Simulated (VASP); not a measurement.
Wanted: the native input for a VASP 6.6.1 run.

- Task: single point
- Functional: PBE
- Potentials or basis: VASP PAW PBE potentials, release 64 (Li_sv, Cl)
- Cutoff: 520 eV
- k mesh: 8 × 8 × 8
- Occupations: gaussian, width 0.02 eV
- Spin: no spin polarisation
- Dipole correction: no
- Further INCAR settings: ALGO = Normal; EDIFF = 1e-07; NBANDS = 12

The structure of LiCl lies in POSCAR:

```
LiCl
1.0
    0.0000000000      2.5754113221      2.5754113221
    2.5754113221      0.0000000000      2.5754113221
    2.5754113221      2.5754113221      0.0000000000
Li Cl
1 1
Direct
    0.5000000000      0.5000000000      0.5000000000
    0.0000000000      0.0000000000      0.0000000000
```

The input as run:

INCAR

```
ALGO = Normal ; EDIFF = 1E-7
ENCUT = 520 ; GGA = PE
ISIF = 2 ; ISMEAR = 0
LASPH = True ; LCHARG = False
LREAL = False ; LWAVE = False
NBANDS = 12 ; NELM = 80
PREC = Accurate ; SIGMA = 0.02
```

KPOINTS

```
k-points
0
Gamma
  8 8 8
```

Potentials or basis: VASP PAW PBE potentials, release 64 (Li_sv, Cl).

Run with:

```console
$ cat potpaw_PBE.64/Li_sv/POTCAR potpaw_PBE.64/Cl/POTCAR > POTCAR
$ mpirun -np 1 vasp_std > vasp.out
```

It gave:

* Band gap on the k mesh: 6.27 eV, direct

It took 9.6 s on 1 thread of Intel(R) Xeon(R) 6975P-C (Granite Rapids), with other jobs on the host, peak memory 0.15 GiB.
